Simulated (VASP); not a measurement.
Here is a VASP 6.6.1 calculation.

File INCAR:

```
SYSTEM = H12CO8
PREC     = Accurate       ! precision mode
ENCUT    = 1000           ! plane-wave cutoff, eV
EDIFF    = 1E-6           ! SCF threshold, eV
ISMEAR   = -1             ! smearing method
SIGMA    = 0.02           ! smearing width, eV
LREAL    = Auto         
LASPH    = .True.         ! aspherical terms in the spheres
NELM     = 120            ! most SCF steps
ALGO     = Normal         ! electronic algorithm
ISIF     = 2              ! what is computed and relaxed
LWAVE    = .False.        ! write WAVECAR
LCHARG   = .False.        ! write CHGCAR
GGA      = PE             ! functional
IVDW     = 12             ! dispersion correction
NBANDS   = 48             ! bands
GGA_COMPAT= .False.
```

The input KPOINTS:

```
regular mesh
0
Gamma
  1 1 1
  0 0 0
```

POSCAR

```
H12CO8
1.0
    6.2658270000      0.0000000000      0.0000000000
    0.0000000000      6.2658270000      0.0000000000
    0.0000000000      0.0000000000      6.2658270000
O H C
8 12 1
Direct
    0.2837988133      0.0683933783      0.8396065549
    0.4527782220      0.4275030151      0.4174915344
    1.1018339665      0.1939169864      0.2264155792
    0.2696766372      0.7100253117      0.1094269544
    0.9160502088      0.6422602841      0.8922533038
    0.9784290213      0.8854981183      0.5471460370
    0.7436154719      0.2243741905      0.8289041749
    0.6464633277      0.0524370007      1.1456381105
    0.2071728397      0.1221054171      0.9672667620
    0.1719508449      0.0285445755      0.7375183359
    0.4265891211      0.4516359662      0.5690974674
    0.5777077414      0.3353502951      0.4152039510
    1.2106786523      0.2830461209      0.2953143981
    1.0954156784      0.0654326194      0.3154153143
    0.3392446757      0.8200907759      0.0225166812
    0.3751497598      0.6394898191      0.1996981039
    0.8984722776      0.4903825138      0.8638628066
    1.0457208293      0.6508551268      0.9849531279
    0.8337498250      0.9224499232      0.5049362446
    0.9565040412      0.7821102651      0.6683474009
    0.6950061449      0.1384884966      0.9877456569
```

Potentials or basis: VASP PAW PBE potentials, release 64 (O_h, H_h, C_h).

The run is started by

```console
$ cat potpaw_PBE.64/O_h/POTCAR potpaw_PBE.64/H_h/POTCAR potpaw_PBE.64/C_h/POTCAR > POTCAR
$ mpirun -np 1 vasp_gam > vasp.out
```

Q: What does it give for the pressure?

A: -0.1 GPa.

Q: Predict the dispersion energy per atom.

A: -0.035 eV.

Forces on the atoms (eV/Å):
```
O   -0.003  0.031  0.040
O    0.023  0.028  0.211
O   -0.001  0.034  0.007
O    0.179 -0.001 -0.002
O    0.088 -0.193 -0.090
O   -0.178 -0.060  0.121
O   -0.040 -0.063  0.117
O    0.021  0.029  0.027
H    0.032 -0.019 -0.004
H    0.014 -0.002 -0.057
H   -0.034 -0.041 -0.154
H   -0.038  0.017 -0.035
H   -0.011 -0.018 -0.004
H   -0.002 -0.001 -0.019
H   -0.068 -0.016  0.028
H   -0.076  0.027 -0.009
H   -0.031  0.237  0.027
H   -0.061  0.020 -0.026
H    0.151  0.032  0.012
H    0.061  0.006 -0.077
C   -0.028 -0.046 -0.114
```

Caveat: the k points lie up to 1.00 Å⁻¹ apart, too coarse for converged energies, forces and pressures.
